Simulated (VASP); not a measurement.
Set up this calculation in VASP 6.6.1, as the native input.

| Property | Result |
| --- | --- |
| Task | single point |
| Functional | PBEsol |
| Potentials or basis | VASP PAW PBE potentials, release 64 (Cu, O) |
| Cutoff | 520 eV |
| k mesh | 7 × 7 × 7 |
| Occupations | fermi-dirac, width 0.05 eV |
| Spin | no spin polarisation |
| Dipole correction | no |
| Further INCAR settings | ALGO = Normal; EDIFF = 1e-06; NBANDS = 34 |

The structure of CuO lies in POSCAR:

```
CuO
1.0
    4.1096138762      0.0000000000      0.0000000000
    0.0000000000      4.1096138762      0.0000000000
    0.0000000000      0.0000000000      3.8456074893
Cu O
3 3
Direct
    0.5000000000      0.0000000000      0.5000000000
    0.0000000000      0.5000000000      0.5000000000
    0.0000000000      0.0000000000      0.0000000000
    0.0000000000      0.0000000000      0.5000000000
    0.5000000000      0.0000000000      0.0000000000
    0.0000000000      0.5000000000      0.0000000000
```

One way to write it, as run:

INCAR

```
PREC = Accurate ; ENCUT = 520
EDIFF = 1E-6 ; ISMEAR = -1
SIGMA = 0.05 ; LREAL = F
LASPH = T ; NELM = 60
ALGO = Normal ; ISIF = 2
LWAVE = F ; LCHARG = T
GGA = PS ; LELF = T
LVHAR = T ; NBANDS = 34
```

KPOINTS

```
regular mesh
0
Gamma
  7 7 7
```

Potentials or basis: VASP PAW PBE potentials, release 64 (Cu, O).

Command:

```bash
$ cat potpaw_PBE.64/Cu/POTCAR potpaw_PBE.64/O/POTCAR > POTCAR
$ mpirun -np 1 vasp_std > vasp.out
```

Results of the run:

```json
{
 "Pressure": "0.3 GPa",
 "Band gap on the k mesh": "zero (an odd number of electrons rules out a gap without spin polarisation)"
}
```

Caveat: the PAW data sets were made with another functional, which shifts forces and pressure a little; an odd number of electrons without spin polarisation forces a metal; a magnetic or distorted state may lie lower; semilocal functionals often make such compounds metallic where correlation or magnetic order opens a gap, which also shifts bond lengths.

Wall time 50 s on 1 thread of Intel(R) Xeon(R) 6975P-C (Granite Rapids), on a shared host, peak memory 0.22 GiB.
